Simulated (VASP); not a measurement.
# MgS in VASP: further runs, part 3 of 3

VASP 6.6.1.

**4. Single point, PBE (biaxial xy strain -1.6%)**

File INCAR:

```
SYSTEM = MgS
ALGO = Normal
EDIFF = 1E-7
ENCUT = 520
GGA = PE
ISIF = 2
ISMEAR = -1
LASPH = .TRUE.
LCHARG = .TRUE.
LELF = .TRUE.
LREAL = .FALSE.
LVHAR = .TRUE.
LWAVE = .FALSE.
NBANDS = 11
NELM = 80
PREC = Accurate
SIGMA = 0.02
```

File KPOINTS:

```
k-points
0
G
  8 8 8
  0 0 0
```

File POSCAR:

```
MgS
1.0
    0.0000000000      2.7858638577      2.8308747665
    2.7858638577      0.0000000000      2.8308747665
    2.7858638577      2.7858638577      0.0000000000
Mg S
1 1
Direct
    0.0000000000      0.0000000000      0.0000000000
    0.7500000000      0.7500000000      0.7500000000
```

Potentials or basis: VASP PAW PBE potentials, release 64 (Mg, S).

Command:

```sh
$ cat potpaw_PBE.64/Mg/POTCAR potpaw_PBE.64/S/POTCAR > POTCAR
$ mpirun -np 1 vasp_std > vasp.out
```

OUTCAR:

```text
SYSTEM = MgS
   EDIFF = 1E-7
   ENCUT = 520
   GGA = PE
   ISIF = 2
   ISMEAR = -1
   LASPH = .TRUE.
   LREAL = .FALSE.
   NELM = 80
   PREC = Accurate

 ion  position               nearest neighbor table
   1  0.000  0.000  0.000-   2 2.43   2 2.43   2 2.43   2 2.43
   2  0.750  0.750  0.750-   1 2.43   1 2.43   1 2.43   1 2.43

  LATTYP: Found a body centered tetragonal cell.
 ALAT       =     3.9398064505
 C/A-ratio  =     1.4370628619

  Lattice vectors:

 A1 = (  -2.7858638577,   0.0000000000,   2.8308747665)
 A2 = (   2.7858638577,   0.0000000000,   2.8308747665)
 A3 = (   0.0000000000,   2.7858638577,  -2.8308747665)

Analysis of symmetry for initial positions (statically):
=====================================================================
 Subroutine PRICEL returns:
 Original cell was already a primitive cell.

 Routine SETGRP: Setting up the symmetry group for a
 body centered tetragonal supercell.

 Subroutine GETGRP returns: Found  8 space group operations
 (whereof  8 operations were pure point group operations)
 out of a pool of 16 trial point group operations.

The static configuration has the point symmetry D_2d.

Analysis of symmetry for dynamics (positions and initial velocities):
=====================================================================
 Subroutine PRICEL returns:
 Original cell was already a primitive cell.

 Routine SETGRP: Setting up the symmetry group for a
 body centered tetragonal supercell.

 Subroutine GETGRP returns: Found  8 space group operations
 (whereof  8 operations were pure point group operations)
 out of a pool of 16 trial point group operations.

The dynamic configuration has the point symmetry D_2d.

 Subroutine INISYM returns: Found  8 space group operations
 (whereof  8 operations are pure point group operations),
 and found     1 'primitive' translations

----------------------------------------------------------------------------------------

                                     Primitive cell

  volume of cell :      43.9411

  direct lattice vectors                    reciprocal lattice vectors
     0.000000000  2.785863858  2.830874767    -0.179477543  0.179477543  0.176623850
     2.785863858  0.000000000  2.830874767     0.179477543 -0.179477543  0.176623850
     2.785863858  2.785863858  0.000000000     0.179477543  0.179477543 -0.176623850

  length of vectors
     3.971761496  3.971761496  3.939806450     0.309225421  0.309225421  0.309225421

  position of ions in fractional coordinates (direct lattice)
     0.000000000  0.000000000  0.000000000
     0.750000000  0.750000000  0.750000000

  ion indices of the primitive-cell ions
   primitive index   ion index
                 1           1
                 2           2

----------------------------------------------------------------------------------------

 KPOINTS: k-points

Automatic generation of k-mesh.
 Grid dimensions read from file:
 generate k-points for:    8    8    8

 Generating k-lattice:

  Cartesian coordinates                     Fractional coordinates (reciprocal lattice)
    -0.022434693  0.022434693  0.022077981     0.125000000  0.000000000  0.000000000
     0.022434693 -0.022434693  0.022077981     0.000000000  0.125000000  0.000000000
     0.022434693  0.022434693 -0.022077981     0.000000000  0.000000000  0.125000000

  Length of vectors
     0.038653178  0.038653178  0.038653178

  Shift w.r.t. Gamma in fractional coordinates (k-lattice)
     0.000000000  0.000000000  0.000000000

 Subroutine IBZKPT returns following result:
 ===========================================

 Found     59 irreducible k-points:

 Following reciprocal coordinates:
            Coordinates               Weight
  0.000000  0.000000  0.000000      1.000000
  0.125000  0.000000  0.000000      8.000000
  0.250000  0.000000  0.000000      8.000000
  0.375000  0.000000  0.000000      8.000000
  0.500000  0.000000  0.000000      4.000000
  0.125000  0.125000  0.000000      2.000000
[... 16 lines left out ...]
  0.250000  0.000000  0.125000     16.000000
  0.375000 -0.000000  0.125000     16.000000
 [... further k-points ...]
   k-points           NKPTS =     59   k-points in BZ     NKDIM =     59   number of bands    NBANDS=     11
   number of dos      NEDOS =    301   number of ions     NIONS =      2
   total plane-waves  NPLWV =  27000
   dimension x,y,z NGX =    30 NGY =   30 NGZ =   30
   dimension x,y,z NGXF=    60 NGYF=   60 NGZF=   60
   ions per type =               1   1
   NGX,Y,Z   is equivalent  to a cutoff of  12.56, 12.56, 12.66 a.u.
   NGXF,Y,Z  is equivalent  to a cutoff of  25.11, 25.11, 25.32 a.u.
 SYSTEM =  MgS
   PREC   = accura    normal or accurate (medium, high low for compatibility)
   ISTART =      0    job   : 0-new  1-cont  2-samecut
   ICHARG =      2    charge: 1-file 2-atom 10-const
   ISPIN  =      1    spin polarized calculation?
   LNONCOLLINEAR =      F non collinear calculations
   LSORBIT =      F    spin-orbit coupling
   LASPH  =      T    aspherical Exc in radial PAW
   ENCUT  =  520.0 eV  38.22 Ry    6.18 a.u.   7.38  7.38  7.33*2*pi/ulx,y,z
   NELM   =     80;   NELMIN=  2; NELMDL= -5     # of ELM steps
   EDIFF  = 0.1E-06   stopping-criterion for ELM
   LREAL  =      F    real-space projection
   EDIFFG = 0.1E-05   stopping-criterion for IOM
   NSW    =      0    number of steps for IOM
   IBRION =     -1    ionic relax: 0-MD 1-quasi-New 2-CG
   NFREE  =      0    steps in history (QN), initial steepest desc. (CG)
   ISIF   =      2    stress and relaxation
   ISYM   =      2    0-nonsym 1-usesym 2-fastsym
   POTIM  = 0.5000    time-step for ionic-motion
   TEBEG  =    0.0;   TEEND  =   0.0 temperature during run
   PSTRESS=    0.0 pullay stress
   NELECT =       8.0000    total number of electrons
   NUPDOWN=      -1.0000    fix difference up-down
   EMIN   =  10.00;   EMAX   =-10.00  energy-range for DOS
   EFERMI =   0.00;   METHOD = LEGACY
   ISMEAR =    -1;   SIGMA  =   0.02  broadening in eV -4-tet -1-fermi 0-gaus
   EFERMI_NEDOS =   21; number of points for ismear=-14 and -15
   IALGO  =     38    algorithm
   IMIX   =      4    mixing-type and parameters
     AMIX     =   0.40;   BMIX     =  1.00
     AMIX_MAG =   1.60;   BMIX_MAG =  1.00
  volume/ion in A,a.u.               =      21.97       148.26
  Fermi-wavevector in a.u.,A,eV,Ry     =   0.927858  1.753397 11.713525  0.860920
  Thomas-Fermi vector in A             =   2.053972
   LORBIT       =      0    0 simple, 1 ext, 2 COOP (PROOUT), +10 PAW based schemes
   GGA     = PE    functional components
   LHFCALC =     F    Hartree Fock is set to
   AEXX    =    0.0000 exact exchange contribution
   IVDW    =     0    specifies the selected vdW correction
   LEPSILON=     F    determine dielectric tensor
   LRPA    =     F    only Hartree local field effects (RPA)
 non-spin polarized calculation
  energy-cutoff  :      520.00
  volume of cell :       43.94
 maximum number of plane-waves:      1227
 NGX is ok and might be reduce to    30
   NGX = 15   NGY = 15   NGZ = 15

 number of electron       8.0000000 magnetization

 Free energy of the ion-electron system (eV)
  ---------------------------------------------------
  ext. energy  EPLUGINS =         0.00000000
  ---------------------------------------------------
  free energy    TOTEN  =        -8.45278645 eV

  energy without entropy =       -8.45278645  energy(sigma->0) =       -8.45278645

 E-fermi :   1.7150     XC(G=0):  -8.5142

 val. band max:        1.2816501585   @ k =   0.0000   0.0000   0.0000
 cond. band min:       4.8858982834   @ k =   0.0000   0.0000   0.0000
 fundamental gap:      3.6042481249
 Fermi energy:         1.7149821890

 k-point     1 :       0.0000    0.0000    0.0000
  band No.  band energies     occupation
      1     -10.1085      2.00000
      2       1.2378      2.00000
      3       1.2817      2.00000
      4       1.2817      2.00000
      5       4.8859      0.00000
      6       9.2892      0.00000
      7       9.3058      0.00000
      8       9.3058      0.00000
      9      12.0235      0.00000
     10      12.3015      0.00000
     11      15.1192      0.00000
[... 309 lines left out ...]
 k-point    24 :       0.3750   -0.0000    0.1250
  band No.  band energies     occupation
      1      -9.5250      2.00000
      2      -1.2804      2.00000
      3       0.7370      2.00000
      4       0.7933      2.00000
      5       6.9076      0.00000
      6       8.5473      0.00000
      7       9.3893      0.00000
      8       9.7434      0.00000
      9      12.1666      0.00000
     10      13.6937      0.00000
     11      14.5040      0.00000

 [... further k-points ...]

------------------------ aborting loop because EDIFF is reached ----------------------------------------

  FORCE on cell =-STRESS in cart. coord.  units (eV):
  Direction    XX          YY          ZZ          XY          YZ          ZX
  --------------------------------------------------------------------------------------
  -------------------------------------------------------------------------------------
  Total        0.8411111      0.8411111      0.7549613      0.0000000      0.0000000      0.0000000
  in kB       30.6685707     30.6685707     27.5273777      0.0000000      0.0000000      0.0000000
  external PRESSURE =      29.6215064 kB  Pullay stress =       0.0000000 kB

 VOLUME and BASIS-vectors are now :
 -----------------------------------------------------------------------------
  energy-cutoff  :      520.00
  volume of cell :       43.94
      direct lattice vectors                 reciprocal lattice vectors
     0.000000000  2.785863858  2.830874767    -0.179477543  0.179477543  0.176623850
     2.785863858  0.000000000  2.830874767     0.179477543 -0.179477543  0.176623850
     2.785863858  2.785863858  0.000000000     0.179477543  0.179477543 -0.176623850

 POSITION                                       TOTAL-FORCE (eV/Angst)
 -----------------------------------------------------------------------------------
      0.00000      0.00000      0.00000        -0.000000     -0.000000     -0.000000
      4.17880      4.17880      4.24631         0.000000      0.000000      0.000000
 -----------------------------------------------------------------------------------
    total drift:                                0.000000      0.000000      0.000000

  FREE ENERGIE OF THE ION-ELECTRON SYSTEM (eV)
  ---------------------------------------------------
  free  energy   TOTEN  =        -8.4527864546 eV

  energy  without entropy=       -8.4527864546  energy(sigma->0) =       -8.45278645
```

OSZICAR:

```text
N       E                     dE             d eps       ncg     rms          rms(c)
DAV:   1     0.244658254472E+02    0.24466E+02   -0.34906E+03  1330   0.580E+02
DAV:   2    -0.706430173559E+01   -0.31530E+02   -0.29837E+02  1549   0.101E+02
DAV:   3    -0.895013333136E+01   -0.18858E+01   -0.18826E+01  1600   0.265E+01
DAV:   4    -0.896529643238E+01   -0.15163E-01   -0.15161E-01  1590   0.287E+00
DAV:   5    -0.896547191096E+01   -0.17548E-03   -0.17548E-03  1653   0.303E-01    0.413E+00
DAV:   6    -0.848196873934E+01    0.48350E+00   -0.11826E+00  1427   0.409E+00    0.319E+00
DAV:   7    -0.844600334586E+01    0.35965E-01   -0.27389E-01  1544   0.215E+00    0.249E+00
DAV:   8    -0.845340929048E+01   -0.74059E-02   -0.22512E-02  1445   0.908E-01    0.139E+00
DAV:   9    -0.845258519140E+01    0.82410E-03   -0.23476E-03  1472   0.242E-01    0.425E-01
DAV:  10    -0.845278041295E+01   -0.19522E-03   -0.60376E-04  1454   0.116E-01    0.881E-02
DAV:  11    -0.845278505118E+01   -0.46382E-05   -0.53363E-05  1561   0.300E-02    0.494E-02
DAV:  12    -0.845278645800E+01   -0.14068E-05   -0.59535E-06  1520   0.123E-02    0.628E-03
DAV:  13    -0.845278645460E+01    0.34024E-08   -0.24884E-07  1602   0.259E-03
   1 F= -.84527865E+01 E0= -.84527865E+01  d E =-.253476E-11
```

It took 23 s on 1 thread of Intel Xeon Platinum 8488C (Sapphire Rapids), shared host; peak memory 0.18 GiB.

What came out:

- Free energy: -8.4528 eV
- Pressure: 3.0 GPa
- Band gap on the k mesh: 3.60 eV

Caveat: the cell differs from its parent crystal (biaxial xy strain -1.6%).

**5. Single point, PBE (uniaxial y strain +2.5%)**

File INCAR:

```
PREC = Accurate ; ENCUT = 520
EDIFF = 1E-6 ; ISMEAR = -1
SIGMA = 0.02 ; LREAL = False
LASPH = True ; NELM = 100
ALGO = Normal ; ISIF = 2
LWAVE = False ; LCHARG = True
GGA = PE ; LELF = True
LVHAR = True ; NBANDS = 11
```

File KPOINTS:

```
regular mesh
0
Gamma
  8 8 8
```

File POSCAR:

```
MgS
1.0
    0.0000000000      2.9019297231      2.8308747665
    2.8308747665      0.0000000000      2.8308747665
    2.8308747665      2.9019297231      0.0000000000
Mg S
1 1
Direct
    0.0000000000      0.0000000000      0.0000000000
    0.7500000000      0.7500000000      0.7500000000
```

Command:

```sh
$ cat potpaw_PBE.64/Mg/POTCAR potpaw_PBE.64/S/POTCAR > POTCAR
$ mpirun -np 1 vasp_std > vasp.out
```

It took 23 s on 1 thread of Intel Xeon Platinum 8488C (Sapphire Rapids), shared host; peak memory 0.18 GiB.

The run converged. Its results:

```
Free energy            : -8.4710 eV
Pressure               : -0.5 GPa
Band gap on the k mesh : 3.31 eV
```

Stress tensor (GPa, compression positive):
```
-0.29  0.00  0.00
 0.00 -0.89  0.00
 0.00  0.00 -0.29
```

Levels at points of the mesh, in eV from the valence-band top:
| k point | band 2 | band 3 | band 4 | band 5 | band 6 | band 7 |
| --- | --- | --- | --- | --- | --- | --- |
| (0.00, 0.00, 0.00) | -0.07 | 0.00 | 0.00 | 3.31 | 7.85 | 7.87 |
| (0.50, 0.00, 0.00) | -3.07 | -0.40 | -0.28 | 4.99 | 7.48 | 7.70 |
| (0.50, 0.50, 0.00) | -2.73 | -1.07 | -1.06 | 3.86 | 5.53 | 10.99 |
| (0.50, 0.00, 0.50) | -2.84 | -0.95 | -0.95 | 3.92 | 5.71 | 10.71 |

Caveat: the cell differs from its parent crystal (uniaxial y strain +2.5%).

**6. Single point, r2SCAN (biaxial xy strain -1.6%)**

File POSCAR:

```
MgS
1.0
    0.0000000000      2.7858638577      2.8308747665
    2.7858638577      0.0000000000      2.8308747665
    2.7858638577      2.7858638577      0.0000000000
Mg S
1 1
Direct
    0.0000000000      0.0000000000      0.0000000000
    0.7500000000      0.7500000000      0.7500000000
```

File INCAR.step1:

```
SYSTEM = MgS
ALGO = Normal
EDIFF = 1E-4
ENCUT = 520
GGA = PE
ISMEAR = 0
LASPH = .TRUE.
LCHARG = .FALSE.
LREAL = .FALSE.
LWAVE = .TRUE.
NBANDS = 11
NELM = 100
PREC = Accurate
SIGMA = 0.01
```

File INCAR.step2:

```
SYSTEM = MgS
ALGO = Normal
EDIFF = 1E-7
ENCUT = 520
ISIF = 2
ISMEAR = 0
ISTART = 1
LASPH = .TRUE.
LCHARG = .FALSE.
LMIXTAU = .TRUE.
LREAL = .FALSE.
LWAVE = .FALSE.
METAGGA = R2SCAN
NBANDS = 11
NELM = 100
PREC = Accurate
SIGMA = 0.01
```

File KPOINTS:

```
k-points
0
G
  8 8 8
  0 0 0
```

Potentials or basis: VASP PAW PBE potentials, release 64 (Mg, S).

Command:

```sh
$ cat potpaw_PBE.64/Mg/POTCAR potpaw_PBE.64/S/POTCAR > POTCAR
$ cp INCAR.step1 INCAR
$ mpirun -np 1 vasp_std > vasp.out
$ cp INCAR.step2 INCAR
$ mpirun -np 1 vasp_std > vasp.out
```

OUTCAR:

```text
SYSTEM = MgS
   EDIFF = 1E-7
   ENCUT = 520
   ISIF = 2
   ISMEAR = 0
   ISTART = 1
   LASPH = .TRUE.
   LREAL = .FALSE.
   METAGGA = R2SCAN
   NELM = 100
   PREC = Accurate

 ion  position               nearest neighbor table
   1  0.000  0.000  0.000-   2 2.43   2 2.43   2 2.43   2 2.43
   2  0.750  0.750  0.750-   1 2.43   1 2.43   1 2.43   1 2.43

  LATTYP: Found a body centered tetragonal cell.
 ALAT       =     3.9398064505
 C/A-ratio  =     1.4370628619

  Lattice vectors:

[... 523 lines left out ...]

------------------------ aborting loop because EDIFF is reached ----------------------------------------

  FORCE on cell =-STRESS in cart. coord.  units (eV):
  Direction    XX          YY          ZZ          XY          YZ          ZX
  --------------------------------------------------------------------------------------
  -------------------------------------------------------------------------------------
  Total        0.5172726      0.5172726      0.4172860      0.0000000      0.0000000     -0.0000000
  in kB       18.8607802     18.8607802     15.2150701      0.0000000      0.0000000     -0.0000000
  external PRESSURE =      17.6455435 kB  Pullay stress =       0.0000000 kB

 VOLUME and BASIS-vectors are now :
 -----------------------------------------------------------------------------
  energy-cutoff  :      520.00
  volume of cell :       43.94
      direct lattice vectors                 reciprocal lattice vectors
     0.000000000  2.785863858  2.830874767    -0.179477543  0.179477543  0.176623850
     2.785863858  0.000000000  2.830874767     0.179477543 -0.179477543  0.176623850
     2.785863858  2.785863858  0.000000000     0.179477543  0.179477543 -0.176623850

 POSITION                                       TOTAL-FORCE (eV/Angst)
 -----------------------------------------------------------------------------------
      0.00000      0.00000      0.00000         0.000000      0.000000      0.000000
      4.17880      4.17880      4.24631        -0.000000     -0.000000     -0.000000
 -----------------------------------------------------------------------------------
    total drift:                                0.000003      0.000003      0.000003

  FREE ENERGIE OF THE ION-ELECTRON SYSTEM (eV)
  ---------------------------------------------------
  free  energy   TOTEN  =       -15.4434805450 eV

  energy  without entropy=      -15.4434805450  energy(sigma->0) =      -15.44348054
```

OSZICAR.step1:

```text
N       E                     dE             d eps       ncg     rms          rms(c)
DAV:   1     0.244663422784E+02    0.24466E+02   -0.34906E+03  1330   0.580E+02
DAV:   2    -0.706430173559E+01   -0.31531E+02   -0.29774E+02  1549   0.101E+02
DAV:   3    -0.895013333136E+01   -0.18858E+01   -0.18826E+01  1600   0.265E+01
DAV:   4    -0.896529643234E+01   -0.15163E-01   -0.15161E-01  1590   0.287E+00
DAV:   5    -0.896547191095E+01   -0.17548E-03   -0.17548E-03  1653   0.303E-01    0.413E+00
DAV:   6    -0.848196873927E+01    0.48350E+00   -0.11826E+00  1427   0.409E+00    0.319E+00
DAV:   7    -0.844600334585E+01    0.35965E-01   -0.27389E-01  1544   0.215E+00    0.249E+00
DAV:   8    -0.845340929047E+01   -0.74059E-02   -0.22512E-02  1445   0.908E-01    0.139E+00
DAV:   9    -0.845258519138E+01    0.82410E-03   -0.23476E-03  1472   0.242E-01    0.425E-01
DAV:  10    -0.845278041296E+01   -0.19522E-03   -0.60376E-04  1454   0.116E-01    0.881E-02
DAV:  11    -0.845278503675E+01   -0.46238E-05   -0.53219E-05  1335   0.300E-02
   1 F= -.84527850E+01 E0= -.84527850E+01  d E =-.509407E-17
```

Run time: 97 s. Hardware: 1 thread of Intel Xeon Platinum 8488C (Sapphire Rapids), shared host; peak memory 0.18 GiB.

Results:

- Free energy: -15.4435 eV
- Pressure: 1.8 GPa
- Band gap on the k mesh: 4.27 eV (least direct gap 4.29 eV)

Caveat: the cell differs from its parent crystal (biaxial xy strain -1.6%); the PAW data sets were made with another functional, which shifts forces and pressure a little.

**7. The runs side by side**

```csv
level,cell,smearing,gap on the mesh (eV),pressure (GPa)
r2SCAN,"a = 4.003 Å, angles 60.0°, 2 atoms",gaussian 0.01 eV,4.13,-0.3
r2SCAN,"a = 4.038 Å, angles 60.0°, 2 atoms",gaussian 0.01 eV,3.99,-1.7
PBE,"a = 3.972, b = 3.972, c = 3.940 Å, angles 60.3, 60.3, 59.5°, 2 atoms",fermi-dirac 0.02 eV,3.60,3.0
PBE,"a = 4.054, b = 4.003 Å, angles 60.4, 59.2, 60.4°, 2 atoms",fermi-dirac 0.02 eV,3.31,-0.5
r2SCAN,"a = 3.972, b = 3.972, c = 3.940 Å, angles 60.3, 60.3, 59.5°, 2 atoms",gaussian 0.01 eV,4.27,1.8
```

Alike in all rows: task single point; potentials or basis VASP PAW PBE potentials, release 64 (Mg, S); no spin polarisation; k mesh 8 × 8 × 8; cutoff (eV) 520.

Caveats: the PAW data sets were made with another functional, which shifts forces and pressure a little (at least some runs).

Absolute energies hang on the potentials; compare differences alone.
